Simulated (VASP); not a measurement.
# Hf4Te (I4/mmm) in VASP: further runs, part 2 of 2

VASP 6.6.1.

### Step 4. Relaxation of cell and atoms, PBE

This run uses another cell than the first one, of 21.19 Å³/atom.

INCAR

```
ALGO     = Fast           # electronic algorithm
EDIFF    = 1E-6           # SCF threshold, eV
EDIFFG   = -0.04          # ionic threshold
ENCUT    = 600            # plane-wave cutoff, eV
GGA      = PE             # functional
IBRION   = 2              # ionic algorithm
ISIF     = 3              # what is computed and relaxed
ISMEAR   = 0              # smearing method
LASPH    = T              # aspherical terms in the spheres
LCHARG   = F              # write CHGCAR
LREAL    = F              # projectors in reciprocal space
LWAVE    = F              # write WAVECAR
NELM     = 80             # most SCF steps
NSW      = 90             # ionic steps
PREC     = Accurate       # precision mode
SIGMA    = 0.1            # smearing width, eV
```

KPOINTS

```
k-points
0
Gamma
  6 6 6
```

POSCAR

```
Hf4Te
1.0
   -2.4106620700      2.4106620700      4.5579502700
    2.4106620700     -2.4106620700      4.5579502700
    2.4106620700      2.4106620700     -4.5579502700
Hf Te
4 1
Direct
    0.2450000000      0.2450000000      0.0000000000
    0.7550000000      0.7550000000      0.0000000000
    0.5000000000      0.0000000000      0.5000000000
    0.0000000000      0.5000000000      0.5000000000
    0.0000000000      0.0000000000      0.0000000000
```

Potentials or basis: VASP PAW PBE potentials, release 64 (Hf_pv, Te).

Launch:

```bash
cat potpaw_PBE.64/Hf_pv/POTCAR potpaw_PBE.64/Te/POTCAR > POTCAR
mpirun -np 1 vasp_std > vasp.out
```

OUTCAR:

```text
EDIFF = 1E-6
   EDIFFG = -0.04
   ENCUT = 600
   GGA = PE
   IBRION = 2
   ISIF = 3
   ISMEAR = 0
   LASPH = T
   LREAL = F
   NELM = 80
   NSW = 90
   PREC = Accurate

 ion  position               nearest neighbor table
   1  0.245  0.245  0.000-   5 2.23   4 3.29   3 3.29   4 3.29   3 3.29   3 3.35   4 3.35   3 3.35
                             4 3.35   2 3.41   2 3.41   2 3.41   2 3.41
   2  0.755  0.755  0.000-   5 2.23   3 3.29   4 3.29   4 3.29   3 3.29   3 3.35   4 3.35   4 3.35
                             3 3.35   1 3.41   1 3.41   1 3.41   1 3.41
   3  0.500  0.000  0.500-   5 2.41   5 2.41   1 3.29   2 3.29   2 3.29   1 3.29   2 3.35   1 3.35
                             2 3.35   1 3.35   4 3.41   4 3.41   4 3.41   4 3.41
   4  0.000  0.500  0.500-   5 2.41   5 2.41   1 3.29   2 3.29   2 3.29   1 3.29   2 3.35   1 3.35
                             2 3.35   1 3.35   3 3.41   3 3.41   3 3.41   3 3.41
   5  0.000  0.000  0.000-   1 2.23   2 2.23   3 2.41   4 2.41   4 2.41   3 2.41

  LATTYP: Found a body centered tetragonal cell.
 ALAT       =     4.8213241400
 C/A-ratio  =     1.8907462505
[... 278 lines left out ...]
  external PRESSURE =    -131.4528257 kB  Pullay stress =       0.0000000 kB
[... 1479 lines left out ...]
     26       5.1222      0.00000
     27       5.4580      0.00000

 [... further k-points ...]

[... ionic steps 4 to 17 ...]

--------------------------------------- Ionic step       18  -------------------------------------------

 number of electron      46.0000000 magnetization

------------------------ aborting loop because EDIFF is reached ----------------------------------------
[... 73 lines left out ...]
--------------------------------------- Ionic step       20  -------------------------------------------

 number of electron      46.0000000 magnetization

 Free energy of the ion-electron system (eV)
  ---------------------------------------------------
  ext. energy  EPLUGINS =         0.00000000
  ---------------------------------------------------
  free energy    TOTEN  =       -41.74459084 eV

  energy without entropy =      -41.72824771  energy(sigma->0) =      -41.73641928

 E-fermi :   5.2358     XC(G=0): -10.6500

 val. band max:        5.2186048718   @ k =   0.3333   0.3333   0.0000
 cond. band min:       5.2663612550   @ k =   0.0000   0.0000   0.0000
 fundamental gap:      0.0477563832
 Fermi energy:         5.2358116119
[... 752 lines left out ...]
  FREE ENERGIE OF THE ION-ELECTRON SYSTEM (eV)
  ---------------------------------------------------
  free  energy   TOTEN  =       -41.7445908395 eV

  energy  without entropy=      -41.7282477143  energy(sigma->0) =      -41.73641928

 reached required accuracy - stopping structural energy minimisation
```

CONTCAR:

```text
Hf4Te
   1.00000000000000
    -2.7214728608839023    2.7214728608839023    4.2272962814407320
     2.7214728608839023   -2.7214728608839023    4.2272962814407320
     2.7214728608839023    2.7214728608839023   -4.2272962814407320
  Hf              Te
     4     1
Direct
     0.3232259207830449    0.3232259207830449    0.0000000000000000
     0.6767740792169551    0.6767740792169551    0.0000000000000000
     0.5000000000000000    0.0000000000000000    0.5000000000000000
     0.0000000000000000    0.5000000000000000    0.5000000000000000
     0.0000000000000000    0.0000000000000000    0.0000000000000000

  0.00000000E+00  0.00000000E+00  0.00000000E+00
  0.00000000E+00  0.00000000E+00  0.00000000E+00
  0.00000000E+00  0.00000000E+00  0.00000000E+00
  0.00000000E+00  0.00000000E+00  0.00000000E+00
  0.00000000E+00  0.00000000E+00  0.00000000E+00
```

Run time: 41 min. Hardware: 1 thread of Intel Xeon 6975P-C (Granite Rapids), shared host; peak memory 0.44 GiB.

Results:

```yaml
Free_energy: -41.7446 eV
Relaxed_volume: 25.05 Å³/atom
Relaxed_cell: a = 5.717 Å, b = 5.717 Å, c = 5.717 Å, α = 123.15°, β = 123.15°, γ = 84.63°
Space_group_after_relaxing_to_0.1_Å: I4/mmm (No. 139)
Pressure_after_relaxing: -0.1 GPa
Largest_force_after_relaxing: 0.020 eV/Å
Band_gap_on_the_k_mesh: zero (bands 23 and 24 overlap by 0.83 eV)
```

Forces on the atoms (eV/Å):
```
Hf   0.000  0.000  0.020
Hf   0.000  0.000 -0.020
Hf   0.000  0.000  0.000
Hf   0.000  0.000  0.000
Te   0.000  0.000  0.000
```

Final structure:
```
CELL_PARAMETERS angstrom
-2.72147 2.72147 4.22730
2.72147 -2.72147 4.22730
2.72147 2.72147 -4.22730
ATOMIC_POSITIONS crystal
Hf 0.32323 0.32323 0.00000
Hf 0.67677 0.67677 0.00000
Hf 0.50000 0.00000 0.50000
Hf 0.00000 0.50000 0.50000
Te 0.00000 0.00000 0.00000
```

Caveat: the volume moved by over 15 % at a fixed basis, so the end points are rough; spin-orbit coupling is left out, which moves the levels of the heavy elements.

### Step 5. Single point, PBE

This run uses another cell than the first one, of 25.12 Å³/atom.

INCAR

```
PREC     = Accurate       # precision mode
ENCUT    = 520            # plane-wave cutoff, eV
EDIFF    = 1E-7           # SCF threshold, eV
ISMEAR   = 0              # smearing method
SIGMA    = 0.1            # smearing width, eV
LREAL    = False          # projectors in reciprocal space
LASPH    = True           # aspherical terms in the spheres
NELM     = 100            # most SCF steps
ALGO     = Fast           # electronic algorithm
ISIF     = 2              # what is computed and relaxed
LWAVE    = False          # write WAVECAR
LCHARG   = False          # write CHGCAR
GGA      = PE             # functional
NBANDS   = 31             # bands
```

KPOINTS

```
Automatic mesh
0
Gamma
  10 10 10
```

POSCAR

```
Hf4Te
1.0
   -2.7230186132      2.7230186132      4.2340134733
    2.7230186132     -2.7230186132      4.2340134733
    2.7230186132      2.7230186132     -4.2340134733
Hf Te
4 1
Direct
    0.3233039161      0.3233039161      0.0000000000
    0.6766960839      0.6766960839      0.0000000000
    0.5000000000      0.0000000000      0.5000000000
    0.0000000000      0.5000000000      0.5000000000
    0.0000000000      0.0000000000      0.0000000000
```

Launch:

```bash
cat potpaw_PBE.64/Hf_pv/POTCAR potpaw_PBE.64/Te/POTCAR > POTCAR
mpirun -np 1 vasp_std > vasp.out
```

Wall time 5.8 min (1 thread of Intel Xeon 6975P-C (Granite Rapids), shared host); peak memory 0.55 GiB.

The run converged. Its results:

```yaml
Free_energy: -41.7485 eV
Pressure: -0.3 GPa
Largest_force: 0.033 eV/Å
Band_gap_on_the_k_mesh: zero (bands 23 and 24 overlap by 0.87 eV)
```

Forces in eV/Å, atoms in the order of the input:
```
Hf   0.000  0.000  0.033
Hf   0.000  0.000 -0.033
Hf   0.000  0.000  0.000
Hf   0.000  0.000  0.000
Te   0.000  0.000  0.000
```

Levels at points of the mesh, in eV from the Fermi level:
```
           k point  band 21  band 22  band 23  band 24  band 25  band 26
(0.00, 0.00, 0.00)    -1.15    -0.33     0.05     1.03     1.11     1.11
(0.50, 0.00, 0.00)    -1.01    -0.91    -0.40     0.40     0.53     1.40
(0.50, 0.50, 0.00)    -1.12    -0.72    -0.26    -0.06     1.30     1.42
(0.50, 0.50, 0.50)    -0.47    -0.47     0.24     0.24     0.56     0.59
```

Caveat: spin-orbit coupling is left out, which moves the levels of the heavy elements.

### Step 6. Overview

```csv
task,cell,k mesh,cutoff (eV),gap on the mesh (eV),pressure (GPa),largest force (eV/Å)
single point,"a = 5.721 Å, angles 123.3, 123.3, 84.4°, 5 atoms, atomic positions A",6 × 6 × 6,520,none,-0.1,0.03
single point,"a = 5.692 Å, angles 129.9, 129.9, 73.6°, 5 atoms, atomic positions B",6 × 6 × 6,520,none,47.6,12.60
relaxation of cell and atoms,"relaxed from a = 5.692 Å, angles 129.9, 129.9, 73.6°, 5 atoms, atomic positions B",6 × 6 × 6,600,none,-0.1,0.02
single point,"a = 5.723 Å, angles 123.2, 123.2, 84.6°, 5 atoms, atomic positions A",10 × 10 × 10,520,none,-0.3,0.03
```

Alike in all rows: level PBE; potentials or basis VASP PAW PBE potentials, release 64 (Hf_pv, Te); no spin polarisation; smearing gaussian 0.1 eV.

Caveats: spin-orbit coupling is left out, which moves the levels of the heavy elements; the cell stands under pressure (at least some runs); forces of over 1 eV/Å act on the atoms, so gaps and moduli don't describe the material at rest (at least some runs); the volume moved by over 15 % at a fixed basis, so the end points are rough (at least some runs).

Absolute energies hang on the potentials; compare differences alone.
